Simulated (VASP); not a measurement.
**AlN: single point with LDA**

The system is AlN.

```
CELL_PARAMETERS angstrom
-1.63784 2.83682 0.00000
0.00000 0.00000 4.10063
4.91352 2.83682 0.00000
ATOMIC_POSITIONS crystal
Al 0.27930 0.75000 0.16881
Al 0.00000 0.75000 0.66667
Al 0.00000 0.25000 0.33333
Al 0.50000 0.25000 0.83333
N 0.50000 0.25000 0.16667
N 0.00000 0.25000 0.66667
N 0.00000 0.75000 0.33333
N 0.50000 0.75000 0.83333
```

This cell differs from its parent crystal: atom 1 (Al) moved by +0.372 Å along [1 0 0] and -0.620 Å along [1 2 0].

```json
{"Program": "VASP 6.6.1", "Task": "single point", "Functional": "LDA", "Potentials or basis": "VASP PAW LDA potentials, release 64 (Al, N)", "Cutoff": "520 eV", "k mesh": "8 × 6 × 4", "Occupations": "gaussian, width 0.05 eV", "Spin": "no spin polarisation"}
```

* Pressure: 30.8 GPa
* Largest force: 38.610 eV/Å
* Band gap on the k mesh: 2.90 eV, direct

Forces in eV/Å, atoms in the order of the input:
```
Al  -36.817  11.632   0.000
Al   -0.205  -0.549   0.000
Al    1.514  -0.773   0.000
Al    0.018   0.388   0.000
N     0.880  -1.431   0.000
N    -0.170  -0.098   0.000
N    33.660  -8.665   0.000
N     1.120  -0.504   0.000
```

Stress tensor (GPa, compression positive):
```
 88.04 -21.43   0.00
-21.43   1.65   0.00
  0.00   0.00   2.74
```

Levels at points of the mesh, in eV from the valence-band top:
| k point | band 12 | band 13 | band 14 | band 15 | band 16 | band 17 | band 18 | band 19 | band 20 | band 21 |
| --- | --- | --- | --- | --- | --- | --- | --- | --- | --- | --- |
| (0.00, 0.00, 0.00) | -2.82 | -1.68 | -1.38 | -1.22 | 0.00 | 2.90 | 3.81 | 4.46 | 6.70 | 6.73 |
| (0.50, 0.00, 0.00) | -3.29 | -3.24 | -2.32 | -2.16 | -1.69 | 4.83 | 5.13 | 6.24 | 6.46 | 7.23 |
| (0.00, 0.50, 0.00) | -2.48 | -2.36 | -1.96 | -1.90 | -1.51 | 4.63 | 4.74 | 5.78 | 5.91 | 8.18 |
| (0.50, 0.50, 0.00) | -3.93 | -1.55 | -1.15 | -0.83 | -0.43 | 4.71 | 5.80 | 6.48 | 6.81 | 8.59 |
| (0.00, 0.00, 0.50) | -2.87 | -1.37 | -1.34 | -1.11 | -0.87 | 3.87 | 4.97 | 5.64 | 6.16 | 7.58 |
| (0.50, 0.00, 0.50) | -3.75 | -3.44 | -2.38 | -1.65 | -0.94 | 3.48 | 4.18 | 6.43 | 6.88 | 7.58 |
| (0.00, 0.50, 0.50) | -2.32 | -2.17 | -2.12 | -1.73 | -1.44 | 4.53 | 4.74 | 5.58 | 6.13 | 7.95 |
| (0.50, 0.50, 0.50) | -2.74 | -2.33 | -1.68 | -1.57 | -1.18 | 4.19 | 4.70 | 5.42 | 5.73 | 8.68 |

Wall time 92 s on 1 thread of Intel(R) Xeon(R) 6975P-C (Granite Rapids) (shared host), peak memory 0.21 GiB.

Caveat: the cell differs from its parent crystal (atom 1 (Al) moved by +0.372 Å along [1 0 0] and -0.620 Å along [1 2 0]); forces of over 1 eV/Å act on the atoms, so gaps and moduli don't describe the material at rest. A k mesh can miss the band edges.
